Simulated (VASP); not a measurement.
A run of VASP 6.6.1:

The input INCAR:

```
PREC = Accurate ; ENCUT = 520
EDIFF = 1E-6 ; ISMEAR = -1
SIGMA = 0.02 ; LREAL = False
LASPH = True ; NELM = 80
ALGO = Normal ; ISIF = 2
LWAVE = False ; LCHARG = False
GGA = PE ; IVDW = 12
NBANDS = 30
```

KPOINTS

```
Automatic mesh
0
Gamma
  4 4 4
```

POSCAR

```
In3As
1.0
    4.6716810000      0.0000000000      0.0000000000
    0.0000000000      4.6716810000      0.0000000000
    0.0000000000      0.0000000000      4.6716810000
In As
3 1
Direct
    0.0000000000      0.5000000000      0.5000000000
    0.5000000000      0.0000000000      0.5000000000
    0.5000000000      0.5000000000      0.0000000000
    0.0000000000      0.0000000000      0.0000000000
```

Potentials or basis: VASP PAW PBE potentials, release 64 (In_d, As).

Launch:

```bash
$ cat potpaw_PBE.64/In_d/POTCAR potpaw_PBE.64/As/POTCAR > POTCAR
$ mpirun -np 1 vasp_std > vasp.out
```

Hardware: 1 thread of Intel Xeon 6975P-C (shared host).

**Question.** Estimate the wall time of this run.

**Answer.** Run time: 12 s on 1 thread of Intel Xeon 6975P-C (shared host), peak memory 0.21 GiB. Counts: scf iterations 13, k points 10.
